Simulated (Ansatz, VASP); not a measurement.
**Ag in VASP and in Ansatz**

File INCAR:

```
SYSTEM = Ag
PREC = Accurate
ENCUT = 520
EDIFF = 1E-6
ISMEAR = -1
SIGMA = 0.1
LREAL = .FALSE.
LASPH = .TRUE.
NELM = 100
ALGO = Normal
ISIF = 2
LWAVE = .FALSE.
LCHARG = .FALSE.
GGA = RE
NBANDS = 12
```

File KPOINTS:

```
regular mesh
0
G
  15 15 15
  0 0 0
```

Contents of POSCAR:

```
Ag
1.0
   -1.6244950735      1.6244950735      1.6244950735
    1.6244950735     -1.6244950735      1.6244950735
    1.6244950735      1.6244950735     -1.6244950735
Ag
1
Direct
    0.0000000000      0.0000000000      0.0000000000
```

Input for Ansatz:

```yaml
crystal:
  lattice:
    - [-1.6244950735, 1.6244950735, 1.6244950735]
    - [1.6244950735, -1.6244950735, 1.6244950735]
    - [1.6244950735, 1.6244950735, -1.6244950735]
  atoms:
    - { symbol: Ag, position: [0.0, 0.0, 0.0] }
hamiltonian:
  xc: revpbe
  pseudopotentials:
    kind: paw
    azcp:
      Ag: "pseudopotentials/Ag.paw.azcp"
basis:
  ecutwfc: 420
  fft_grid_basis: typed
kpoints:
  mp_grid: { grid: [15, 15, 15], shift: [0, 0, 0] }
magnetization:
  spin_polarized: false
scf:
  occupations: { method: fermi_dirac, width: 0.1 }
  lower_state_search: "off"
output:
  stress: true
```

Alike in both runs: task single point; functional revPBE; k mesh 15 × 15 × 15; occupations fermi-dirac, width 0.1 eV; no spin polarisation.

```csv
,VASP,Ansatz
version,VASP 6.6.1,Ansatz 0.2.0
potentials or method,"VASP PAW PBE potentials, release 64 (Ag), cutoff 520 eV","plane waves (420 eV) with PAW, scalar-relativistic"
valence electrons in the cell,11,19
```

Ansatz gave:

```
pressure (GPa) : 7.7
```

Question: What did VASP give for the same quantities?

Answer: Pressure (GPa): 7.6.

VASP's potentials were made for PBE, not for revPBE. The functional is the same, so the differences come from potentials, cutoffs and numerics. VASP's potentials hold 11 valence electrons a cell and Ansatz's 19, so a difference there can come from the potentials and not from the codes.
